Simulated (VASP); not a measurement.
# Rb3Ir (Pm-3m) in VASP: notebook

The runs below take Rb3Ir through single point, relaxation of cell and atoms, with PBE.

Program: VASP 6.6.1. These are calculated values, not measurements. Logs are shortened: lines on timing, memory, paths and dates and some standing lists are left out, and cuts for length are marked.

## (1) The cell of the first run

Symmetry: Pm-3m, No. 221, cubic system. The conventional cell has a = 5.367 Å, b = 5.367 Å, c = 5.367 Å, α = 90.00°, β = 90.00°, γ = 90.00°. Within 5.0 Å of Rb (site symmetry 4/mmm) lie 8 Rb at 3.80 Å and 4 Ir at 3.80 Å. Within 5.0 Å of Ir (site symmetry m-3m) lie 12 Rb at 3.80 Å.

## (2) Single point, PBE

File INCAR:

```
SYSTEM = Rb3Ir
  PREC = Accurate
  ENCUT = 520
  EDIFF = 1E-6
  ISMEAR = 0
  SIGMA = 0.1
  LREAL = .FALSE.
  LASPH = .TRUE.
  NELM = 80
  ALGO = Fast
  ISIF = 2
  LWAVE = .FALSE.
  LCHARG = .FALSE.
  GGA = PE
  NBANDS = 26
```

File KPOINTS:

```
Automatic mesh
0
G
  10 10 10
  0 0 0
```

File POSCAR:

```
Rb3Ir
1.0
    5.3671861054      0.0000000000      0.0000000000
    0.0000000000      5.3671861054      0.0000000000
    0.0000000000      0.0000000000      5.3671861054
Rb Ir
3 1
Direct
    0.0000000000      0.5000000000      0.5000000000
    0.5000000000      0.0000000000      0.5000000000
    0.5000000000      0.5000000000      0.0000000000
    0.0000000000      0.0000000000      0.0000000000
```

Potentials or basis: VASP PAW PBE potentials, release 64 (Rb_sv, Ir).

Started as:

```console
$ cat potpaw_PBE.64/Rb_sv/POTCAR potpaw_PBE.64/Ir/POTCAR > POTCAR
$ mpirun -np 1 vasp_std > vasp.out
```

OUTCAR:

```text
SYSTEM = Rb3Ir
   PREC = Accurate
   ENCUT = 520
   EDIFF = 1E-6
   ISMEAR = 0
   LREAL = .FALSE.
   LASPH = .TRUE.
   NELM = 80
   ISIF = 2
   GGA = PE

 ion  position               nearest neighbor table
   1  0.000  0.500  0.500-   2 3.80   3 3.80   4 3.80   3 3.80   4 3.80   2 3.80   4 3.80   4 3.80
                             2 3.80   3 3.80   3 3.80   2 3.80
   2  0.500  0.000  0.500-   1 3.80   3 3.80   4 3.80   3 3.80   4 3.80   1 3.80   3 3.80   3 3.80
                             1 3.80   4 3.80   4 3.80   1 3.80
   3  0.500  0.500  0.000-   1 3.80   2 3.80   4 3.80   1 3.80   2 3.80   2 3.80   4 3.80   2 3.80
                             1 3.80   4 3.80   1 3.80   4 3.80
   4  0.000  0.000  0.000-   1 3.80   2 3.80   3 3.80   1 3.80   2 3.80   1 3.80   3 3.80   1 3.80
                             2 3.80   3 3.80   2 3.80   3 3.80

  LATTYP: Found a simple cubic cell.
 ALAT       =     5.3671861054

  Lattice vectors:

 A1 = (   5.3671861054,   0.0000000000,   0.0000000000)
 A2 = (   0.0000000000,   5.3671861054,   0.0000000000)
 A3 = (   0.0000000000,   0.0000000000,   5.3671861054)

Analysis of symmetry for initial positions (statically):
=====================================================================
 Subroutine PRICEL returns:
 Original cell was already a primitive cell.

 Routine SETGRP: Setting up the symmetry group for a
 simple cubic supercell.

 Subroutine GETGRP returns: Found 48 space group operations
 (whereof 48 operations were pure point group operations)
 out of a pool of 48 trial point group operations.

The static configuration has the point symmetry O_h .

Analysis of symmetry for dynamics (positions and initial velocities):
=====================================================================
 Subroutine PRICEL returns:
 Original cell was already a primitive cell.

 Routine SETGRP: Setting up the symmetry group for a
 simple cubic supercell.

 Subroutine GETGRP returns: Found 48 space group operations
 (whereof 48 operations were pure point group operations)
 out of a pool of 48 trial point group operations.

The dynamic configuration has the point symmetry O_h .

 Subroutine INISYM returns: Found 48 space group operations
 (whereof 48 operations are pure point group operations),
 and found     1 'primitive' translations

----------------------------------------------------------------------------------------

                                     Primitive cell

  volume of cell :     154.6108

[... 95 lines left out ...]
   NSW    =      0    number of steps for IOM
   IBRION =     -1    ionic relax: 0-MD 1-quasi-New 2-CG
   NFREE  =      0    steps in history (QN), initial steepest desc. (CG)
   ISIF   =      2    stress and relaxation
   ISYM   =      2    0-nonsym 1-usesym 2-fastsym
   POTIM  = 0.5000    time-step for ionic-motion
   TEBEG  =    0.0;   TEEND  =   0.0 temperature during run
   PSTRESS=    0.0 pullay stress
   NELECT =      36.0000    total number of electrons
   NUPDOWN=      -1.0000    fix difference up-down
   EMIN   =  10.00;   EMAX   =-10.00  energy-range for DOS
   EFERMI =   0.00;   METHOD = LEGACY
   ISMEAR =     0;   SIGMA  =   0.10  broadening in eV -4-tet -1-fermi 0-gaus
   EFERMI_NEDOS =   21; number of points for ismear=-14 and -15
   IALGO  =     68    algorithm
   IMIX   =      4    mixing-type and parameters
     AMIX     =   0.40;   BMIX     =  1.00
     AMIX_MAG =   1.60;   BMIX_MAG =  1.00
  volume/ion in A,a.u.               =      38.65       260.84
  Fermi-wavevector in a.u.,A,eV,Ry     =   1.007154  1.903244 13.801181  1.014358
  Thomas-Fermi vector in A             =   2.139941
   LORBIT       =      0    0 simple, 1 ext, 2 COOP (PROOUT), +10 PAW based schemes
   GGA     = PE    functional components
   LHFCALC =     F    Hartree Fock is set to
   AEXX    =    0.0000 exact exchange contribution
   IVDW    =     0    specifies the selected vdW correction
   LEPSILON=     F    determine dielectric tensor
   LRPA    =     F    only Hartree local field effects (RPA)
 non-spin polarized calculation
 RMM-DIIS sequential band-by-band and
 Gauss-broadening in eV      SIGMA  =   0.10
  energy-cutoff  :      520.00
  volume of cell :      154.61
 maximum number of plane-waves:      4224
 NGX is ok and might be reduce to    40
   NGX = 19   NGY = 19   NGZ = 19

 number of electron      36.0000001 magnetization

 Free energy of the ion-electron system (eV)
  ---------------------------------------------------
  ext. energy  EPLUGINS =         0.00000000
  ---------------------------------------------------
  free energy    TOTEN  =        -8.04353785 eV

  energy without entropy =       -8.00224156  energy(sigma->0) =       -8.02288971

 E-fermi :   1.7426     XC(G=0):  -8.0388

 val. band max:        1.7407946593   @ k =   0.5000   0.5000   0.3000
 cond. band min:       1.7428477596   @ k =   0.5000   0.4000   0.1000
 fundamental gap:      0.0020531002
 Fermi energy:         1.7426091930

 k-point     1 :       0.0000    0.0000    0.0000
  band No.  band energies     occupation
      1     -26.5352      2.00000
      2     -26.3870      2.00000
      3     -26.3870      2.00000
      4     -11.0560      2.00000
      5     -11.0560      2.00000
      6     -11.0560      2.00000
[... 685 lines left out ...]
     25       6.1264      0.00000
     26       6.2437      0.00000

 [... further k-points ...]

------------------------ aborting loop because EDIFF is reached ----------------------------------------

  FORCE on cell =-STRESS in cart. coord.  units (eV):
  Direction    XX          YY          ZZ          XY          YZ          ZX
  --------------------------------------------------------------------------------------
  -------------------------------------------------------------------------------------
  Total        0.0102156      0.0102156      0.0102156     -0.0000000     -0.0000000     -0.0000000
  in kB        0.1058605      0.1058605      0.1058605     -0.0000000     -0.0000000     -0.0000000
  external PRESSURE =       0.1058605 kB  Pullay stress =       0.0000000 kB

 VOLUME and BASIS-vectors are now :
 -----------------------------------------------------------------------------
  energy-cutoff  :      520.00
  volume of cell :      154.61
      direct lattice vectors                 reciprocal lattice vectors
     5.367186105  0.000000000  0.000000000     0.186317370  0.000000000  0.000000000
     0.000000000  5.367186105  0.000000000     0.000000000  0.186317370  0.000000000
     0.000000000  0.000000000  5.367186105     0.000000000  0.000000000  0.186317370

 POSITION                                       TOTAL-FORCE (eV/Angst)
 -----------------------------------------------------------------------------------
      0.00000      2.68359      2.68359         0.000000      0.000000      0.000000
      2.68359      0.00000      2.68359         0.000000      0.000000      0.000000
      2.68359      2.68359      0.00000         0.000000      0.000000      0.000000
      0.00000      0.00000      0.00000         0.000000      0.000000      0.000000
 -----------------------------------------------------------------------------------
    total drift:                                0.000000     -0.000000     -0.000000

  FREE ENERGIE OF THE ION-ELECTRON SYSTEM (eV)
  ---------------------------------------------------
  free  energy   TOTEN  =        -8.0435378546 eV

  energy  without entropy=       -8.0022415567  energy(sigma->0) =       -8.02288971
```

Wall time 2.1 min (1 thread of Intel Xeon 6975P-C (Granite Rapids), shared host); peak memory 0.37 GiB.

Results:

- Free energy: -8.0435 eV
- Pressure: 0.0 GPa
- Band gap on the k mesh: zero (bands 18 and 19 overlap by 0.39 eV)

Levels at points of the mesh, in eV from the Fermi level:
```
           k point  band 14  band 15  band 16  band 17  band 18  band 19  band 20  band 21  band 22  band 23
(0.00, 0.00, 0.00)    -0.65    -0.65    -0.41    -0.34    -0.34    -0.34     3.24     3.24     3.40     3.40
(0.50, 0.00, 0.00)    -0.49    -0.38    -0.26    -0.12    -0.12    -0.05     1.18     2.50     2.50     3.17
(0.50, 0.50, 0.00)    -0.41    -0.20    -0.13    -0.13     0.04     0.82     0.82     1.46     2.26     3.33
(0.50, 0.50, 0.50)    -0.58    -0.58    -0.58    -0.02    -0.02     2.13     2.13     2.13     2.46     2.46
```

Caveat: spin-orbit coupling is left out, which moves the levels of the heavy elements.

## (3) Single point, PBE

File INCAR:

```
  PREC = Accurate
  ENCUT = 520
  EDIFF = 1E-6
  ISMEAR = 0
  SIGMA = 0.1
  LREAL = False
  LASPH = True
  NELM = 60
  ALGO = Fast
  ISIF = 2
  LWAVE = False
  LCHARG = True
  GGA = PE
  LELF = True
  LVHAR = True
  NBANDS = 26
```

File KPOINTS:

```
regular mesh
0
Gamma
  10 10 10
```

POSCAR is that of step 2.

Potentials or basis: VASP PAW PBE potentials, release 64 (Rb_sv, Ir).

Started as:

```console
$ cat potpaw_PBE.64/Rb_sv/POTCAR potpaw_PBE.64/Ir/POTCAR > POTCAR
$ mpirun -np 1 vasp_std > vasp.out
```

Run time: 2.1 min. Hardware: 1 thread of Intel Xeon 6975P-C (Granite Rapids), shared host; peak memory 0.38 GiB.

Results (log left out):

```
Free energy            : -8.0435 eV
Pressure               : 0.0 GPa
Band gap on the k mesh : zero (bands 18 and 19 overlap by 0.39 eV)
```

Levels at points of the mesh, in eV from the Fermi level:
```csv
k point,band 16,band 17,band 18,band 19,band 20,band 21
"(0.00, 0.00, 0.00)",-0.41,-0.34,-0.34,-0.34,3.24,3.24
"(0.50, 0.00, 0.00)",-0.26,-0.12,-0.12,-0.05,1.18,2.50
"(0.50, 0.50, 0.00)",-0.13,-0.13,0.04,0.82,0.82,1.46
"(0.50, 0.50, 0.50)",-0.58,-0.02,-0.02,2.13,2.13,2.13
```

Caveat: spin-orbit coupling is left out, which moves the levels of the heavy elements.

## (4) Relaxation of cell and atoms, PBE

This run uses another cell than the first one, of 33.36 Å³/atom.

File INCAR:

```
PREC     = Accurate       # precision mode
ENCUT    = 600            # plane-wave cutoff, eV
EDIFF    = 1E-6           # SCF threshold, eV
ISMEAR   = 0              # smearing method
SIGMA    = 0.1            # smearing width, eV
LREAL    = F              # projectors in reciprocal space
LASPH    = T              # aspherical terms in the spheres
NELM     = 60             # most SCF steps
ALGO     = Fast           # electronic algorithm
ISIF     = 3              # what is computed and relaxed
LWAVE    = F              # write WAVECAR
LCHARG   = F              # write CHGCAR
GGA      = PE             # functional
IBRION   = 2              # ionic algorithm
NSW      = 100            # ionic steps
EDIFFG   = -0.01          # ionic threshold
```

File KPOINTS:

```
Automatic mesh
0
Gamma
  10 10 10
```

File POSCAR:

```
Rb3Ir
1.0
    5.1101531883      0.0000000000      0.0000000000
    0.0000000000      5.1101531883      0.0000000000
    0.0000000000      0.0000000000      5.1101531883
Rb Ir
3 1
Direct
    0.0000000000      0.5000000000      0.5000000000
    0.5000000000      0.0000000000      0.5000000000
    0.5000000000      0.5000000000      0.0000000000
    0.0000000000      0.0000000000      0.0000000000
```

Potentials or basis: VASP PAW PBE potentials, release 64 (Rb_sv, Ir).

Started as:

```console
$ cat potpaw_PBE.64/Rb_sv/POTCAR potpaw_PBE.64/Ir/POTCAR > POTCAR
$ mpirun -np 1 vasp_std > vasp.out
```

OUTCAR:

```text
PREC = Accurate
   ENCUT = 600
   EDIFF = 1E-6
   ISMEAR = 0
   LREAL = F
   LASPH = T
   NELM = 60
   ISIF = 3
   GGA = PE
   IBRION = 2
   NSW = 100
   EDIFFG = -0.01

 ion  position               nearest neighbor table
   1  0.000  0.500  0.500-   2 3.61   3 3.61   4 3.61   3 3.61   4 3.61   2 3.61   4 3.61   4 3.61
                             2 3.61   3 3.61   3 3.61   2 3.61
   2  0.500  0.000  0.500-   1 3.61   3 3.61   4 3.61   3 3.61   4 3.61   1 3.61   3 3.61   3 3.61
                             1 3.61   4 3.61   4 3.61   1 3.61
   3  0.500  0.500  0.000-   1 3.61   2 3.61   4 3.61   1 3.61   2 3.61   2 3.61   4 3.61   2 3.61
                             1 3.61   4 3.61   1 3.61   4 3.61
   4  0.000  0.000  0.000-   1 3.61   2 3.61   3 3.61   1 3.61   2 3.61   1 3.61   3 3.61   1 3.61
                             2 3.61   3 3.61   2 3.61   3 3.61

  LATTYP: Found a simple cubic cell.
 ALAT       =     5.1101531883

  Lattice vectors:

 A1 = (   5.1101531883,   0.0000000000,   0.0000000000)
 A2 = (   0.0000000000,   5.1101531883,   0.0000000000)
 A3 = (   0.0000000000,   0.0000000000,   5.1101531883)

Analysis of symmetry for initial positions (statically):
=====================================================================
 Subroutine PRICEL returns:
 Original cell was already a primitive cell.

 Routine SETGRP: Setting up the symmetry group for a
 simple cubic supercell.

 Subroutine GETGRP returns: Found 48 space group operations
 (whereof 48 operations were pure point group operations)
 out of a pool of 48 trial point group operations.

The static configuration has the point symmetry O_h .

Analysis of symmetry for dynamics (positions and initial velocities):
=====================================================================
 Subroutine PRICEL returns:
 Original cell was already a primitive cell.

 Routine SETGRP: Setting up the symmetry group for a
 simple cubic supercell.

 Subroutine GETGRP returns: Found 48 space group operations
 (whereof 48 operations were pure point group operations)
 out of a pool of 48 trial point group operations.

The dynamic configuration has the point symmetry O_h .

[... 129 lines left out ...]
   AEXX    =    0.0000 exact exchange contribution
   IVDW    =     0    specifies the selected vdW correction
   LEPSILON=     F    determine dielectric tensor
   LRPA    =     F    only Hartree local field effects (RPA)
 conjugate gradient relaxation of ions
 non-spin polarized calculation
 RMM-DIIS sequential band-by-band and
 Gauss-broadening in eV      SIGMA  =   0.10
  energy-cutoff  :      600.00
  volume of cell :      133.44
 maximum number of plane-waves:      4484
 NGX is ok and might be reduce to    42
   NGX = 21   NGY = 21   NGZ = 21

--------------------------------------- Ionic step        1  -------------------------------------------

 number of electron      35.9999999 magnetization

 Free energy of the ion-electron system (eV)
  ---------------------------------------------------
  ext. energy  EPLUGINS =         0.00000000
  ---------------------------------------------------
  free energy    TOTEN  =        -7.92929828 eV

  energy without entropy =       -7.89845419  energy(sigma->0) =       -7.91387624

------------------------ aborting loop because EDIFF is reached ----------------------------------------

  FORCE on cell =-STRESS in cart. coord.  units (eV):
  Direction    XX          YY          ZZ          XY          YZ          ZX
  --------------------------------------------------------------------------------------
  -------------------------------------------------------------------------------------
  Total        1.6202439      1.6202439      1.6202439      0.0000000      0.0000000      0.0000000
  in kB       19.4531183     19.4531183     19.4531183      0.0000000      0.0000000      0.0000000
  external PRESSURE =      19.4531183 kB  Pullay stress =       0.0000000 kB
[... 101 lines left out ...]
--------------------------------------- Ionic step        4  -------------------------------------------

 number of electron      36.0000000 magnetization

 Free energy of the ion-electron system (eV)
  ---------------------------------------------------
  ext. energy  EPLUGINS =         0.00000000
  ---------------------------------------------------
  free energy    TOTEN  =        -8.04327550 eV

  energy without entropy =       -8.00196789  energy(sigma->0) =       -8.02262169

 E-fermi :   1.7408     XC(G=0):  -8.0374

 val. band max:        1.7389396054   @ k =   0.5000   0.5000   0.3000
 cond. band min:       1.7409771415   @ k =   0.5000   0.4000   0.1000
 fundamental gap:      0.0020375361
 Fermi energy:         1.7407933137

 k-point     1 :       0.0000    0.0000    0.0000
  band No.  band energies     occupation
      1     -26.5366      2.00000
      2     -26.3886      2.00000
      3     -26.3886      2.00000
      4     -11.0571      2.00000
      5     -11.0571      2.00000
      6     -11.0571      2.00000
[... 589 lines left out ...]
     21       4.0822      0.00000
     22       4.3905      0.00000

 [... further k-points ...]
[... 5 lines left out ...]
  --------------------------------------------------------------------------------------
  -------------------------------------------------------------------------------------
  Total        0.0179507      0.0179507      0.0179507     -0.0000000      0.0000000     -0.0000000
  in kB        0.1859495      0.1859495      0.1859495     -0.0000000      0.0000000     -0.0000000
  external PRESSURE =       0.1859495 kB  Pullay stress =       0.0000000 kB
[... 19 lines left out ...]
  FREE ENERGIE OF THE ION-ELECTRON SYSTEM (eV)
  ---------------------------------------------------
  free  energy   TOTEN  =        -8.0432754964 eV

  energy  without entropy=       -8.0019678933  energy(sigma->0) =       -8.02262169

 reached required accuracy - stopping structural energy minimisation
```

OSZICAR:

```text
N       E                     dE             d eps       ncg     rms          rms(c)
DAV:   1     0.299970816703E+03    0.29997E+03   -0.17274E+04  2464   0.161E+03
DAV:   2     0.150826982847E+02   -0.28489E+03   -0.27458E+03  3040   0.352E+02
DAV:   3    -0.906561649498E+01   -0.24148E+02   -0.23983E+02  3872   0.964E+01
[... 74 lines left out ...]
RMM:  10    -0.804327226844E+01   -0.40906E-05   -0.45463E-05  3332   0.306E-02    0.571E-03
RMM:  11    -0.804327313014E+01   -0.86170E-06   -0.28029E-05  3081   0.231E-02    0.234E-03
RMM:  12    -0.804327440448E+01   -0.12743E-05   -0.14312E-05  2766   0.171E-02    0.127E-03
RMM:  13    -0.804327540510E+01   -0.10006E-05   -0.70295E-06  2571   0.129E-02    0.990E-04
RMM:  14    -0.804327549644E+01   -0.91336E-07   -0.37681E-06  2317   0.107E-02
   4 F= -.80432755E+01 E0= -.80226217E+01  d E =-.113977E+00
```

Wall time 7.9 min (1 thread of Intel Xeon 6975P-C (Granite Rapids), shared host); peak memory 0.41 GiB.

Results:

```
Free energy                           : -8.0433 eV
Relaxed volume                        : 38.67 Å³/atom
Relaxed cell                          : a = 5.368 Å, b = 5.368 Å, c = 5.368 Å, α = 90.00°, β = 90.00°, γ = 90.00°
Space group after relaxing (to 0.1 Å) : Pm-3m (No. 221)
Energy gained by relaxing             : 28.5 meV/atom
Ionic steps                           : 4
Pressure after relaxing               : 0.0 GPa
Band gap on the k mesh                : zero (bands 18 and 19 overlap by 0.38 eV)
```

The path:
```tsv
step	energy change (eV)	largest force (eV/Å)	pressure (GPa)	volume (Å³)
1	0.0000	0.0000	1.95	133.44
2	-0.0733	0.0000	1.05	141.42
3	-0.1128	0.0000	0.15	152.52
4	-0.1140	0.0000	0.02	154.67
```

Final structure:
```
CELL_PARAMETERS angstrom
5.36783 0.00000 0.00000
0.00000 5.36783 0.00000
0.00000 0.00000 5.36783
ATOMIC_POSITIONS crystal
Rb 0.00000 0.50000 0.50000
Rb 0.50000 0.00000 0.50000
Rb 0.50000 0.50000 0.00000
Ir 0.00000 0.00000 0.00000
```

Levels at points of the mesh, in eV from the Fermi level:
| k point | band 16 | band 17 | band 18 | band 19 | band 20 | band 21 |
| --- | --- | --- | --- | --- | --- | --- |
| (0.00, 0.00, 0.00) | -0.41 | -0.34 | -0.34 | -0.34 | 3.24 | 3.28 |
| (0.50, 0.00, 0.00) | -0.26 | -0.12 | -0.12 | -0.05 | 1.18 | 2.50 |
| (0.50, 0.50, 0.00) | -0.13 | -0.13 | 0.04 | 0.82 | 0.82 | 1.45 |
| (0.50, 0.50, 0.50) | -0.58 | -0.02 | -0.02 | 2.13 | 2.13 | 2.15 |

Caveat: the volume moved by over 15 % at a fixed basis, so the end points are rough; spin-orbit coupling is left out, which moves the levels of the heavy elements.
